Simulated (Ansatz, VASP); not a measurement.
# Os: VASP beside Ansatz

INCAR

```
SYSTEM = Os
  PREC = Accurate
  ENCUT = 600
  EDIFF = 1E-6
  ISMEAR = -1
  SIGMA = 0.1
  LREAL = .False.
  LASPH = .True.
  NELM = 120
  ALGO = Normal
  ISIF = 2
  LWAVE = .False.
  LCHARG = .False.
  NBANDS = 10
  GGA_COMPAT = .False.
```

The input KPOINTS:

```
regular mesh
0
Gamma
  12 12 12
  0 0 0
```

Contents of POSCAR:

```
Os
1.0
    0.0000000000      1.9450000000      1.9450000000
    1.9450000000      0.0000000000      1.9450000000
    1.9450000000      1.9450000000      0.0000000000
Os
1
Direct
    0.0000000000      0.0000000000      0.0000000000
```

Input for Ansatz:

```yaml
crystal:
  lattice:
    bravais: fcc
    a: 3.89
  space_group: 225
  atoms:
    - { symbol: Os, position: [0.0, 0.0, 0.0] }
  reduce_to_primitive: true
basis:
  ecutwfc: 600.0
kpoints:
  mp_grid:
    grid: [12, 12, 12]
hamiltonian:
  xc: lda
scf:
  occupations:
    method: fermi_dirac
    width: 0.1
output:
  forces: true
  stress: true
```

Alike in both runs: task single point; functional LDA; k mesh 12 × 12 × 12; occupations fermi-dirac, width 0.1 eV; no spin polarisation.

```csv
,VASP,Ansatz
version,VASP 6.6.1,Ansatz 0.2.0
potentials or method,"VASP PAW LDA potentials, release 64 (Os), cutoff 600 eV","plane waves, PAW"
valence electrons in the cell,8,16
```

|  | VASP | Ansatz | Ansatz less VASP |
| --- | --- | --- | --- |
| pressure (GPa) | -25.1 | -25.8 | -0.72 |

LDA's correlation is that of Perdew and Zunger in VASP and of Perdew and Wang (1992) in Ansatz. VASP's potentials hold 8 valence electrons a cell and Ansatz's 16, so a difference there can come from the potentials and not from the codes.

Spin-orbit coupling is off throughout.
